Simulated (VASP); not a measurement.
# Si (P6_3/mmc) in VASP: further runs

Runs on Si. Level: LDA. Tasks: single point.

All numbers are computed with VASP 6.6.1; they aren't measurements. Logs are shortened: lines on timing, memory, paths and dates and some standing lists are left out, and cuts for length are marked.

**1. The cell of the first run**

The structure is hexagonal, space group P6_3/mmc (No. 194). The conventional cell has a = 4.106 Å, b = 4.106 Å, c = 5.786 Å, α = 90.00°, β = 90.00°, γ = 120.00°. Si (site symmetry 3m) has 4 Si at 2.16 to 2.48 Å within 2.9 Å.

This isn't the form of Si at room conditions, which is diamond.

**2. Single point, LDA (strain +0.080 along x and y, -0.080 along z)**

INCAR

```
  ALGO = Normal
  EDIFF = 1E-6
  ENCUT = 520
  GGA = CA
  ISIF = 2
  ISMEAR = 0
  LASPH = True
  LCHARG = True
  LELF = True
  LREAL = False
  LVHAR = True
  LWAVE = False
  NBANDS = 16
  NELM = 80
  PREC = Accurate
  SIGMA = 0.03
```

KPOINTS

```
k-points
0
Gamma
  12 12 6
```

POSCAR

```
Si
1.0
    4.1061335852      0.0000000000      0.0000000000
   -2.0530667926      3.5560159961      0.0000000000
    0.0000000000      0.0000000000      5.7859904205
Si
4
Direct
    0.3333333333      0.6666666667      0.0630332891
    0.6666666667      0.3333333333      0.5630332891
    0.3333333333      0.6666666667      0.4369667109
    0.6666666667      0.3333333333      0.9369667109
```

Potentials or basis: VASP PAW LDA potentials, release 64 (Si).

The run is started by

```bash
$ cat potpaw_LDA.64/Si/POTCAR > POTCAR
$ mpirun -np 1 vasp_std > vasp.out
```

OUTCAR:

```text
EDIFF = 1E-6
   ENCUT = 520
   GGA = CA
   ISIF = 2
   ISMEAR = 0
   LASPH = True
   LREAL = False
   NELM = 80
   PREC = Accurate

 ion  position               nearest neighbor table
   1  0.333  0.667  0.063-   3 2.16   4 2.48   4 2.48   4 2.48
   2  0.667  0.333  0.563-   4 2.16   3 2.48   3 2.48   3 2.48
   3  0.333  0.667  0.437-   1 2.16   2 2.48   2 2.48   2 2.48
   4  0.667  0.333  0.937-   2 2.16   1 2.48   1 2.48   1 2.48

  LATTYP: Found a hexagonal cell.
 ALAT       =     4.1061335852
 C/A-ratio  =     1.4091091535

  Lattice vectors:

 A1 = (   4.1061335852,   0.0000000000,   0.0000000000)
 A2 = (  -2.0530667926,   3.5560159961,   0.0000000000)
 A3 = (   0.0000000000,   0.0000000000,   5.7859904205)

Analysis of symmetry for initial positions (statically):
=====================================================================
 Subroutine PRICEL returns:
 Original cell was already a primitive cell.

 Routine SETGRP: Setting up the symmetry group for a
 hexagonal supercell.

 Subroutine GETGRP returns: Found 24 space group operations
 (whereof 12 operations were pure point group operations)
 out of a pool of 24 trial point group operations.

The static configuration has the point symmetry D_3d.
 The point group associated with its full space group is D_6h.

Analysis of symmetry for dynamics (positions and initial velocities):
=====================================================================
 Subroutine PRICEL returns:
 Original cell was already a primitive cell.

 Routine SETGRP: Setting up the symmetry group for a
 hexagonal supercell.

 Subroutine GETGRP returns: Found 24 space group operations
 (whereof 12 operations were pure point group operations)
 out of a pool of 24 trial point group operations.

The dynamic configuration has the point symmetry D_3d.
 The point group associated with its full space group is D_6h.

 Subroutine INISYM returns: Found 24 space group operations
 (whereof 12 operations are pure point group operations),
 and found     1 'primitive' translations

----------------------------------------------------------------------------------------

                                     Primitive cell

  volume of cell :      84.4840

  direct lattice vectors                    reciprocal lattice vectors
     4.106133585  0.000000000  0.000000000     0.243538107  0.140606792  0.000000000
    -2.053066793  3.556015996  0.000000000     0.000000000  0.281213583  0.000000000
     0.000000000  0.000000000  5.785990421     0.000000000  0.000000000  0.172831257
[... 92 lines left out ...]
   IBRION =     -1    ionic relax: 0-MD 1-quasi-New 2-CG
   NFREE  =      0    steps in history (QN), initial steepest desc. (CG)
   ISIF   =      2    stress and relaxation
   ISYM   =      2    0-nonsym 1-usesym 2-fastsym
   POTIM  = 0.5000    time-step for ionic-motion
   TEBEG  =    0.0;   TEEND  =   0.0 temperature during run
   PSTRESS=    0.0 pullay stress
   NELECT =      16.0000    total number of electrons
   NUPDOWN=      -1.0000    fix difference up-down
   EMIN   =  10.00;   EMAX   =-10.00  energy-range for DOS
   EFERMI =   0.00;   METHOD = LEGACY
   ISMEAR =     0;   SIGMA  =   0.03  broadening in eV -4-tet -1-fermi 0-gaus
   EFERMI_NEDOS =   21; number of points for ismear=-14 and -15
   IALGO  =     38    algorithm
   IMIX   =      4    mixing-type and parameters
     AMIX     =   0.40;   BMIX     =  1.00
     AMIX_MAG =   1.60;   BMIX_MAG =  1.00
  volume/ion in A,a.u.               =      21.12       142.53
  Fermi-wavevector in a.u.,A,eV,Ry     =   0.940135  1.776597 12.025549  0.883853
  Thomas-Fermi vector in A             =   2.067516
   LORBIT       =      0    0 simple, 1 ext, 2 COOP (PROOUT), +10 PAW based schemes
   GGA     = CA    functional components
   LHFCALC =     F    Hartree Fock is set to
   AEXX    =    0.0000 exact exchange contribution
   IVDW    =     0    specifies the selected vdW correction
   LEPSILON=     F    determine dielectric tensor
   LRPA    =     F    only Hartree local field effects (RPA)
 non-spin polarized calculation
 Gauss-broadening in eV      SIGMA  =   0.03
  energy-cutoff  :      520.00
  volume of cell :       84.48
 maximum number of plane-waves:      2307
 NGX is ok and might be reduce to    32
   NGX = 15   NGY = 15   NGZ = 21

 number of electron      15.9999999 magnetization

 Free energy of the ion-electron system (eV)
  ---------------------------------------------------
  ext. energy  EPLUGINS =         0.00000000
  ---------------------------------------------------
  free energy    TOTEN  =       -22.71335175 eV

  energy without entropy =      -22.71287794  energy(sigma->0) =      -22.71311484

 E-fermi :   5.3005     XC(G=0):  -9.3841

 val. band max:        5.2932245691   @ k =   0.0000   0.0000   0.1667
 cond. band min:       5.3068306890   @ k =   0.0000   0.0000   0.3333
 fundamental gap:      0.0136061199
 Fermi energy:         5.3005098896

 k-point     1 :       0.0000    0.0000    0.0000
  band No.  band energies     occupation
      1      -6.4720      2.00000
      2      -3.0867      2.00000
      3      -1.8913      2.00000
      4       3.2359      2.00000
      5       3.2359      2.00000
      6       4.6897      2.00000
[... 433 lines left out ...]
      3      -1.6277      2.00000
      4       1.0219      2.00000
      5       1.1919      2.00000
      6       2.3307      2.00000
[... 8 lines left out ...]
     15      11.6758      0.00000
     16      12.1753      0.00000

 [... further k-points ...]

------------------------ aborting loop because EDIFF is reached ----------------------------------------

  FORCE on cell =-STRESS in cart. coord.  units (eV):
  Direction    XX          YY          ZZ          XY          YZ          ZX
  --------------------------------------------------------------------------------------
  -------------------------------------------------------------------------------------
  Total       -7.5784746     -7.5784746     11.7755359      0.0000000      0.0000000      0.0000000
  in kB     -143.7202267   -143.7202267    223.3144226      0.0000000      0.0000000      0.0000000
  external PRESSURE =     -21.3753436 kB  Pullay stress =       0.0000000 kB

 VOLUME and BASIS-vectors are now :
 -----------------------------------------------------------------------------
  energy-cutoff  :      520.00
  volume of cell :       84.48
      direct lattice vectors                 reciprocal lattice vectors
     4.106133585  0.000000000  0.000000000     0.243538107  0.140606792  0.000000000
    -2.053066793  3.556015996  0.000000000     0.000000000  0.281213583  0.000000000
     0.000000000  0.000000000  5.785990421     0.000000000  0.000000000  0.172831257

 POSITION                                       TOTAL-FORCE (eV/Angst)
 -----------------------------------------------------------------------------------
     -0.00000      2.37068      0.36471         0.000000     -0.000000     -2.233731
      2.05307      1.18534      3.25771        -0.000000      0.000000     -2.233731
     -0.00000      2.37068      2.52829         0.000000     -0.000000      2.233731
      2.05307      1.18534      5.42128        -0.000000      0.000000      2.233731
 -----------------------------------------------------------------------------------
    total drift:                               -0.000000      0.000000     -0.000000

  FREE ENERGIE OF THE ION-ELECTRON SYSTEM (eV)
  ---------------------------------------------------
  free  energy   TOTEN  =       -22.7133517451 eV

  energy  without entropy=      -22.7128779407  energy(sigma->0) =      -22.71311484
```

OSZICAR:

```text
N       E                     dE             d eps       ncg     rms          rms(c)
DAV:   1     0.255936013394E+02    0.25594E+02   -0.58774E+03  2432   0.814E+02
DAV:   2    -0.213758782044E+02   -0.46969E+02   -0.42427E+02  3296   0.121E+02
DAV:   3    -0.233141512648E+02   -0.19383E+01   -0.19180E+01  3256   0.234E+01
DAV:   4    -0.233399449407E+02   -0.25794E-01   -0.25788E-01  3136   0.345E+00
DAV:   5    -0.233404883329E+02   -0.54339E-03   -0.54334E-03  3328   0.474E-01    0.695E+00
DAV:   6    -0.228901303085E+02    0.45036E+00   -0.24527E-01  3016   0.252E+00    0.405E+00
DAV:   7    -0.227137665653E+02    0.17636E+00   -0.44419E-01  2992   0.323E+00    0.457E-01
DAV:   8    -0.227132002490E+02    0.56632E-03   -0.52575E-02  2920   0.134E+00    0.391E-01
DAV:   9    -0.227138250182E+02   -0.62477E-03   -0.21274E-03  3240   0.270E-01    0.156E-01
DAV:  10    -0.227133818892E+02    0.44313E-03   -0.19472E-03  3104   0.243E-01    0.547E-02
DAV:  11    -0.227133524354E+02    0.29454E-04   -0.18995E-04  2904   0.793E-02    0.428E-02
DAV:  12    -0.227133517451E+02    0.69022E-06   -0.58957E-06  3480   0.136E-02
   1 F= -.22713352E+02 E0= -.22713115E+02  d E =-.473804E-03
```

stdout:

```text
POSCAR found type information on POSCAR Si
 POSCAR found :  1 types and       4 ions
 scaLAPACK will be used
 LDA part: xc-table for (Slater(with rela. corr.)+CA(PZ))
 , standard interpolation
 POSCAR, INCAR and KPOINTS ok, starting setup
 FFT: planning ... GRIDC
 FFT: planning ... GRID_SOFT
 FFT: planning ... GRID
 WAVECAR not read
 entering main loop
```

It took 33 s on 1 thread of Intel Xeon 6975P-C (Granite Rapids), shared host; peak memory 0.21 GiB.

What came out:

```yaml
Free_energy: -22.7134 eV
Pressure: -2.1 GPa
Largest_force: 2.234 eV/Å
Band_gap_on_the_k_mesh: zero (bands 8 and 9 overlap by 0.47 eV)
```

Forces in eV/Å, atoms in the order of the input:
```
Si   0.000  0.000 -2.234
Si   0.000  0.000 -2.234
Si   0.000  0.000  2.234
Si   0.000  0.000  2.234
```

Caveat: the cell differs from its parent crystal (strain +0.080 along x and y, -0.080 along z); semilocal functionals underestimate gaps, so a narrow gap can read as zero; forces of over 1 eV/Å act on the atoms, so gaps and moduli don't describe the material at rest.

**3. Single point, LDA (strain +0.040 along x and y, +0.000 along z)**

INCAR

```
SYSTEM = Si
PREC = Accurate ; ENCUT = 520
EDIFF = 1E-7 ; ISMEAR = 0
SIGMA = 0.03 ; LREAL = .False.
LASPH = .True. ; NELM = 80
ALGO = Normal ; ISIF = 2
LWAVE = .False. ; LCHARG = .False.
NBANDS = 16
```

KPOINTS

```
regular mesh
0
Gamma
  12 12 6
  0 0 0
```

POSCAR

```
Si
1.0
    3.9540545635      0.0000000000      0.0000000000
   -1.9770272818      3.4243117000      0.0000000000
    0.0000000000      0.0000000000      6.2891200223
Si
4
Direct
    0.3333333333      0.6666666667      0.0630332891
    0.6666666667      0.3333333333      0.5630332891
    0.3333333333      0.6666666667      0.4369667109
    0.6666666667      0.3333333333      0.9369667109
```

Potentials or basis: VASP PAW LDA potentials, release 64 (Si).

The run is started by

```bash
$ cat potpaw_LDA.64/Si/POTCAR > POTCAR
$ mpirun -np 1 vasp_std > vasp.out
```

OUTCAR:

```text
SYSTEM = Si
   PREC = Accurate
   ENCUT = 520
   EDIFF = 1E-7
   ISMEAR = 0
   LREAL = .False.
   LASPH = .True.
   NELM = 80
   ISIF = 2

 ion  position               nearest neighbor table
   1  0.333  0.667  0.063-   3 2.35   4 2.42   4 2.42   4 2.42
   2  0.667  0.333  0.563-   4 2.35   3 2.42   3 2.42   3 2.42
   3  0.333  0.667  0.437-   1 2.35   2 2.42   2 2.42   2 2.42
   4  0.667  0.333  0.937-   2 2.35   1 2.42   1 2.42   1 2.42

  LATTYP: Found a hexagonal cell.
 ALAT       =     3.9540545635
 C/A-ratio  =     1.5905496298

[... 656 lines left out ...]
  --------------------------------------------------------------------------------------
  -------------------------------------------------------------------------------------
  Total       -4.6112389     -4.6112389     -0.5968480      0.0000000      0.0000000      0.0000000
  in kB      -86.7605656    -86.7605656    -11.2297096      0.0000000      0.0000000      0.0000000
  external PRESSURE =     -61.5836136 kB  Pullay stress =       0.0000000 kB

 VOLUME and BASIS-vectors are now :
 -----------------------------------------------------------------------------
  energy-cutoff  :      520.00
  volume of cell :       85.15
      direct lattice vectors                 reciprocal lattice vectors
     3.954054564  0.000000000  0.000000000     0.252904957  0.146014745  0.000000000
    -1.977027282  3.424311700  0.000000000     0.000000000  0.292029490  0.000000000
     0.000000000  0.000000000  6.289120022     0.000000000  0.000000000  0.159004757

 POSITION                                       TOTAL-FORCE (eV/Angst)
 -----------------------------------------------------------------------------------
     -0.00000      2.28287      0.39642         0.000000      0.000000     -0.372004
      1.97703      1.14144      3.54098        -0.000000      0.000000     -0.372004
     -0.00000      2.28287      2.74814         0.000000      0.000000      0.372004
      1.97703      1.14144      5.89270        -0.000000      0.000000      0.372004
 -----------------------------------------------------------------------------------
    total drift:                                0.000000     -0.000000      0.000000

  FREE ENERGIE OF THE ION-ELECTRON SYSTEM (eV)
  ---------------------------------------------------
  free  energy   TOTEN  =       -23.6139391598 eV

  energy  without entropy=      -23.6139391598  energy(sigma->0) =      -23.61393916
```

stdout:

```text
POSCAR found type information on POSCAR Si
 POSCAR found :  1 types and       4 ions
 scaLAPACK will be used
 LDA part: xc-table for (Slater(with rela. corr.)+CA(PZ))
 , standard interpolation
 POSCAR, INCAR and KPOINTS ok, starting setup
 FFT: planning ... GRIDC
 FFT: planning ... GRID_SOFT
 FFT: planning ... GRID
 WAVECAR not read
 entering main loop
```

Run time: 38 s. Hardware: 1 thread of Intel Xeon 6975P-C (Granite Rapids), shared host; peak memory 0.2 GiB.

What came out:

```
Free energy            : -23.6139 eV
Pressure               : -6.2 GPa
Largest force          : 0.372 eV/Å
Band gap on the k mesh : 0.24 eV (least direct gap 0.37 eV)
```

Forces in eV/Å, atoms in the order of the input:
```
Si   0.000  0.000 -0.372
Si   0.000  0.000 -0.372
Si   0.000  0.000  0.372
Si   0.000  0.000  0.372
```

Levels at points of the mesh, in eV from the valence-band top:
```tsv
k point	band 5	band 6	band 7	band 8	band 9	band 10	band 11	band 12
(0.00, 0.00, 0.00)	-1.64	-0.32	0.00	0.00	0.37	1.76	1.76	2.51
(0.50, 0.00, 0.00)	-4.51	-3.03	-2.90	-1.30	0.24	2.20	2.91	3.00
(0.00, 0.00, 0.50)	-1.01	-1.01	-1.01	-1.01	1.25	1.25	2.81	2.81
(0.50, 0.00, 0.50)	-2.37	-2.37	-2.26	-2.26	0.79	0.79	1.81	1.81
```

Caveat: the cell differs from its parent crystal (strain +0.040 along x and y, +0.000 along z); the cell stands under tension.

**4. Single point, LDA (strain +0.080 along x and y, -0.040 along z)**

INCAR

```
SYSTEM = Si
  PREC = Accurate
  ENCUT = 520
  EDIFF = 1E-6
  ISMEAR = 0
  SIGMA = 0.03
  LREAL = .False.
  LASPH = .True.
  NELM = 100
  ALGO = Normal
  ISIF = 2
  LWAVE = .False.
  LCHARG = .False.
  GGA = CA
  NBANDS = 16
```

KPOINTS is that of step 3.

POSCAR

```
Si
1.0
    4.1061335852      0.0000000000      0.0000000000
   -2.0530667926      3.5560159961      0.0000000000
    0.0000000000      0.0000000000      6.0375552214
Si
4
Direct
    0.3333333333      0.6666666667      0.0630332891
    0.6666666667      0.3333333333      0.5630332891
    0.3333333333      0.6666666667      0.4369667109
    0.6666666667      0.3333333333      0.9369667109
```

The run is started by

```bash
$ cat potpaw_LDA.64/Si/POTCAR > POTCAR
$ mpirun -np 1 vasp_std > vasp.out
```

It took 39 s on 1 thread of Intel Xeon 6975P-C (Granite Rapids), shared host; peak memory 0.21 GiB.

Results (log left out):

* Free energy: -23.0594 eV
* Pressure: -6.8 GPa
* Largest force: 1.219 eV/Å
* Band gap on the k mesh: zero (bands 8 and 9 overlap by 0.28 eV)

Forces on the atoms (eV/Å):
```
Si   0.000  0.000 -1.219
Si   0.000  0.000 -1.219
Si   0.000  0.000  1.219
Si   0.000  0.000  1.219
```

Stress tensor (GPa, compression positive):
```
-14.34   0.00   0.00
  0.00 -14.34   0.00
  0.00   0.00   8.42
```

Levels at points of the mesh, in eV from the Fermi level:
```csv
k point,band 6,band 7,band 8,band 9,band 10,band 11
"(0.00, 0.00, 0.00)",-0.44,-0.37,0.11,0.11,1.38,1.38
"(0.50, 0.00, 0.00)",-3.18,-2.91,-1.04,0.00,2.29,2.61
"(0.00, 0.00, 0.50)",-1.21,-1.21,-1.21,0.71,0.71,2.63
"(0.50, 0.00, 0.50)",-2.40,-1.95,-1.95,0.77,0.77,2.27
```

Caveat: the cell differs from its parent crystal (strain +0.080 along x and y, -0.040 along z); the cell stands under tension; semilocal functionals underestimate gaps, so a narrow gap can read as zero; forces of over 1 eV/Å act on the atoms, so gaps and moduli don't describe the material at rest.

**5. Overview**

| cell | gap on the mesh (eV) | pressure (GPa) | largest force (eV/Å) |
| --- | --- | --- | --- |
| a = 4.106, b = 4.106, c = 5.786 Å, angles 90.0, 90.0, 120.0°, 4 atoms | none | -2.1 | 2.23 |
| a = 3.954, b = 3.954, c = 6.289 Å, angles 90.0, 90.0, 120.0°, 4 atoms | 0.24 | -6.2 | 0.37 |
| a = 4.106, b = 4.106, c = 6.038 Å, angles 90.0, 90.0, 120.0°, 4 atoms | none | -6.8 | 1.22 |

Alike in all rows: task single point; level LDA; potentials or basis VASP PAW LDA potentials, release 64 (Si); no spin polarisation; k mesh 12 × 12 × 6; cutoff (eV) 520; smearing gaussian 0.03 eV.

Caveats: semilocal functionals underestimate gaps, so a narrow gap can read as zero (at least some runs); forces of over 1 eV/Å act on the atoms, so gaps and moduli don't describe the material at rest (at least some runs); the cell stands under tension (at least some runs).

Total energies depend on the potentials used, so only differences within one code and one set of settings carry meaning.
